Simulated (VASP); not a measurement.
A run of VASP 6.6.1 is set up as follows.

File INCAR:

```
ALGO     = Normal         # electronic algorithm
EDIFF    = 1E-8           # SCF threshold, eV
ENCUT    = 400            # plane-wave cutoff, eV
GGA      = PE             # functional
GGA_COMPAT= False        
ISIF     = 2              # what is computed and relaxed
ISMEAR   = -1             # smearing method
LASPH    = True           # aspherical terms in the spheres
LCHARG   = False          # write CHGCAR
LEFG     = True         
LREAL    = False          # projectors in reciprocal space
LWAVE    = False          # write WAVECAR
NBANDS   = 26             # bands
NELM     = 120            # most SCF steps
PREC     = Accurate       # precision mode
SIGMA    = 0.05           # smearing width, eV
```

File KPOINTS:

```
k-points
0
Gamma
  14 14 14
```

Contents of POSCAR:

```
In
1.0
    1.6863331848      0.9736049182      8.2074632500
   -1.6863331848      0.9736049182      8.2074632500
    0.0000000000     -1.9472098363      8.2074632500
In
3
Direct
    0.0000000000      0.0000000000      0.0000000000
    0.7780122400      0.7780122400      0.7780122400
    0.2219877600      0.2219877600      0.2219877600
```

Potentials or basis: VASP PAW PBE potentials, release 64 (In_d).

The run is started by

```console
$ cat potpaw_PBE.64/In_d/POTCAR > POTCAR
$ mpirun -np 1 vasp_std > vasp.out
```

(1) Predict the pressure.

(2) What does it give for the band gap on the k mesh?

Results:

(1) 0.8 GPa.

(2) zero (an odd number of electrons rules out a gap without spin polarisation).

Caveat: the cell differs from its parent crystal (equal xx and yy strain of +1 %); without QUAD_EFG the Cq values of the log hold for a quadrupole moment of 1 mb, not for the nuclei; spin-orbit coupling is left out, which moves the levels of the heavy elements.
